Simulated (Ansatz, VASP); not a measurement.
**Two plane-wave programs on Pd**

INCAR

```
PREC = Accurate ; ENCUT = 520
EDIFF = 1E-7 ; ISMEAR = -1
SIGMA = 0.1 ; LREAL = False
LASPH = True ; NELM = 100
ALGO = Normal ; ISIF = 2
LWAVE = False ; LCHARG = True
GGA = PE ; LELF = True
LVHAR = True ; NBANDS = 28
```

The input KPOINTS:

```
Automatic mesh
0
Gamma
  17 17 5
```

The input POSCAR:

```
Pd
1.0
    2.8908830641      0.0000000000      0.0000000000
   -1.4454415321      2.5035781729      0.0000000000
    0.0000000000      0.0000000000      9.5279678871
Pd
4
Direct
    0.0000000000      0.0000000000      1.0000000000
    0.0000000000      1.0000000000      0.5000000000
    0.3333333333      0.6666666667      0.2500000000
    0.6666666667      0.3333333333      0.7500000000
```

Input for Ansatz:

```yaml
crystal:
  lattice:
    - [2.8908830641, 0.0, 0.0]
    - [-1.4454415321, 2.5035781729, 0.0]
    - [0.0, 0.0, 9.5279678871]
  atoms:
    - { symbol: Pd, position: [0.0, 0.0, 1.0] }
    - { symbol: Pd, position: [0.0, 1.0, 0.5] }
    - { symbol: Pd, position: [0.3333333333, 0.6666666667, 0.25] }
    - { symbol: Pd, position: [0.6666666667, 0.3333333333, 0.75] }
hamiltonian:
  xc: pbe
  pseudopotentials:
    kind: paw
    azcp:
      Pd: "pseudopotentials/Pd.paw.azcp"
basis:
  ecutwfc: 420
  fft_grid_basis: typed
kpoints:
  mp_grid: { grid: [17, 17, 5], shift: [0, 0, 0] }
magnetization:
  spin_polarized: false
scf:
  occupations: { method: fermi_dirac, width: 0.1 }
output:
  stress: true
```

Alike in both runs: task single point; functional PBE; k mesh 17 × 17 × 5; occupations fermi-dirac, width 0.1 eV; no spin polarisation.

|  | VASP | Ansatz |
| --- | --- | --- |
| version | VASP 6.6.1 | Ansatz 0.2.0 |
| potentials or method | VASP PAW PBE potentials, release 64 (Pd), cutoff 520 eV | plane waves (420 eV) with PAW, scalar-relativistic |
| valence electrons in the cell | 40 | 72 |

Ansatz gave:

* pressure (GPa): -13.7
* traceless stress, the component that is largest in VASP (GPa): -0.13

Task: Estimate VASP's values.

Result: Pressure (GPa): -13.8; traceless stress, the component that is largest in VASP (GPa): -0.14.

VASP's potentials hold 40 valence electrons a cell and Ansatz's 72, so a difference there can come from the potentials and not from the codes.
